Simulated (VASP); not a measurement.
The system is BeS.

```xyz
2
Lattice="0.0000 2.4131 2.4343 2.4131 0.0000 2.4343 2.4131 2.4131 0.0000" Properties=species:S:1:pos:R:3 pbc="T T T"
Be    0.0000    0.0000    0.0000
S     1.2066    1.2066    1.2172
```

This cell differs from its parent crystal: biaxial xy strain -0.9%.

Base run:

| Item | Value |
| --- | --- |
| Program | VASP 6.6.1 |
| Functional | r2SCAN |
| Potentials or basis | VASP PAW PBE potentials, release 64 (Be, S) |
| Cutoff | 520 eV |
| k mesh | 10 × 10 × 10 |
| Occupations | gaussian, width 0.01 eV |
| Spin | no spin polarisation |

Its results: band gap on the k mesh 3.52 eV, indirect (least direct gap 6.23 eV); pressure 2.0 GPa.

The run is repeated on the same cell with these changes: functional from r2SCAN to PBE; occupations from gaussian, width 0.01 eV to fermi-dirac, width 0.02 eV. What comes out?

Band gap on the k mesh 3.06 eV, indirect (least direct gap 5.65 eV); pressure 2.2 GPa.

Caveats: the PAW data sets were made with another functional, which shifts forces and pressure a little (some runs).

A k mesh can miss the band edges.
